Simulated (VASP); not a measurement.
A run of VASP 6.6.1:

INCAR

```
ALGO = Normal
EDIFF = 1E-6
ENCUT = 500
GGA = PE
GGA_COMPAT = False
ISIF = 2
ISMEAR = 0
LASPH = True
LCHARG = True
LELF = True
LREAL = False
LVHAR = True
LWAVE = False
NBANDS = 12
NELM = 120
PREC = Accurate
SIGMA = 0.1
```

File KPOINTS:

```
k-points
0
Gamma
  18 18 18
```

The input POSCAR:

```
Ti
1.0
   -1.5824819400      1.5824819400      1.5824819400
    1.5824819400     -1.5824819400      1.5824819400
    1.5824819400      1.5824819400     -1.5824819400
Ti
1
Direct
    0.0000000000      0.0000000000      0.0000000000
```

Potentials or basis: VASP PAW PBE potentials, release 64 (Ti_sv).

Launch:

```console
$ cat potpaw_PBE.64/Ti_sv/POTCAR > POTCAR
$ mpirun -np 1 vasp_std > vasp.out
```

Hardware: 1 thread of Intel(R) Xeon(R) Platinum 8375C CPU @ 2.90GHz (Ice Lake), on a shared host.

Question: Estimate the wall time of this run.

Answer: It took 20 s on 1 thread of Intel(R) Xeon(R) Platinum 8375C CPU @ 2.90GHz (Ice Lake), on a shared host, peak memory 0.15 GiB. Counts: scf iterations 12, k points 195.
